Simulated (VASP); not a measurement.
A run of VASP 6.6.1:

Contents of INCAR:

```
SYSTEM = Co
PREC     = Accurate       ! precision mode
ENCUT    = 520            ! plane-wave cutoff, eV
EDIFF    = 1E-7           ! SCF threshold, eV
ISMEAR   = 0              ! smearing method
SIGMA    = 0.15           ! smearing width, eV
LREAL    = .False.        ! projectors in reciprocal space
LASPH    = .True.         ! aspherical terms in the spheres
NELM     = 150            ! most SCF steps
ALGO     = Fast           ! electronic algorithm
ISIF     = 2              ! what is computed and relaxed
LWAVE    = .False.        ! write WAVECAR
LCHARG   = .True.         ! write CHGCAR
ISPIN    = 2              ! spin polarisation
MAGMOM   = 1.91 1.91      ! initial moments
LORBIT   = 11             ! projections on sites
LMAXMIX  = 4              ! l up to which the mixer works
GGA      = PS             ! functional
LELF     = .True.         ! ELF
LVHAR    = .True.       
NBANDS   = 20             ! bands
```

File KPOINTS:

```
Automatic mesh
0
Gamma
  24 24 12
  0 0 0
```

Contents of POSCAR:

```
Co
1.0
    2.4127439276      0.0000000000      0.0000000000
   -1.2063719638      2.0894975341      0.0000000000
    0.0000000000      0.0000000000      4.0632895034
Co
2
Direct
    0.6666666667      0.3333333333      0.2598610000
    0.3333333333      0.6666666667      0.7401390000
```

Potentials or basis: VASP PAW PBE potentials, release 64 (Co).

The run is started by

```sh
$ cat potpaw_PBE.64/Co/POTCAR > POTCAR
$ mpirun -np 1 vasp_std > vasp.out
```

Hardware: 1 thread of Intel Xeon 8259CL, with other jobs on the host.

How long does it take, and how much memory?

Run time: 7.9 min on 1 thread of Intel Xeon 8259CL, with other jobs on the host, peak memory 0.42 GiB. Counts: scf iterations 17, k points 667.
